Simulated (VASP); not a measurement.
Wanted: the native input for a VASP 6.6.1 run.

- Task: single point
- Functional: r2SCAN
- Potentials or basis: VASP PAW PBE potentials, release 64 (Be, As, C)
- Cutoff: 520 eV
- k mesh: 6 × 6 × 4, shifted
- Occupations: fermi-dirac, width 0.02 eV
- Spin: no spin polarisation
- Dipole correction: no
- Further INCAR settings: ALGO = Normal; EDIFF = 1e-07; NBANDS = 16

BeAs2C:

```
Be As C
1.0
     3.42471    0.00000    0.00000
     0.00000    3.42471    0.00000
     0.00000    0.00000    4.89686
Be As C
1 2 1
Cartesian
  0.0000 0.0000 0.0000
  0.0000 1.7124 1.2760
  1.7124 0.0000 3.6209
  1.7124 1.7124 2.4484
```

One way to write it, as run:

POSCAR

```
BeAs2C
1.0
    3.4247097982      0.0000000000      0.0000000000
    0.0000000000      3.4247097982      0.0000000000
    0.0000000000      0.0000000000      4.8968630612
Be As C
1 2 1
Direct
    0.0000000000      0.0000000000      0.0000000000
    0.0000000000      0.5000000000      0.2605674643
    0.5000000000      0.0000000000      0.7394325357
    0.5000000000      0.5000000000      0.5000000000
```

INCAR.step1

```
ALGO     = Normal         # electronic algorithm
EDIFF    = 1E-4           # SCF threshold, eV
ENCUT    = 520            # plane-wave cutoff, eV
GGA      = PE             # functional
ISMEAR   = -1             # smearing method
LASPH    = T              # aspherical terms in the spheres
LCHARG   = F              # write CHGCAR
LREAL    = F              # projectors in reciprocal space
LWAVE    = T              # write WAVECAR
NBANDS   = 16             # bands
NELM     = 100            # most SCF steps
PREC     = Accurate       # precision mode
SIGMA    = 0.02           # smearing width, eV
```

INCAR.step2

```
ALGO     = Normal         # electronic algorithm
EDIFF    = 1E-7           # SCF threshold, eV
ENCUT    = 520            # plane-wave cutoff, eV
ISIF     = 2              # what is computed and relaxed
ISMEAR   = -1             # smearing method
ISTART   = 1            
LASPH    = T              # aspherical terms in the spheres
LCHARG   = F              # write CHGCAR
LMIXTAU  = T            
LREAL    = F              # projectors in reciprocal space
LWAVE    = F              # write WAVECAR
METAGGA  = R2SCAN         # meta-GGA
NBANDS   = 16             # bands
NELM     = 100            # most SCF steps
PREC     = Accurate       # precision mode
SIGMA    = 0.02           # smearing width, eV
```

KPOINTS

```
Automatic mesh
0
Gamma
  6 6 4
  0.5 0.5 0.5
```

Potentials or basis: VASP PAW PBE potentials, release 64 (Be, As, C).

The run is started by

```bash
$ cat potpaw_PBE.64/Be/POTCAR potpaw_PBE.64/As/POTCAR potpaw_PBE.64/C/POTCAR > POTCAR
$ cp INCAR.step1 INCAR
$ mpirun -np 1 vasp_std > vasp.out
$ cp INCAR.step2 INCAR
$ mpirun -np 1 vasp_std > vasp.out
```

It gave:

```yaml
Pressure: 0.1 GPa
Largest_force: 0.113 eV/Å
Band_gap_on_the_k_mesh: 0.47 eV
```

Caveat: the PAW data sets were made with another functional, which shifts forces and pressure a little; a shifted mesh leaves out Γ, where band edges can lie.

Wall time 28 s on 1 thread of Intel(R) Xeon(R) Platinum 8481C CPU @ 2.70GHz (Sapphire Rapids) (shared host), peak memory 0.18 GiB.
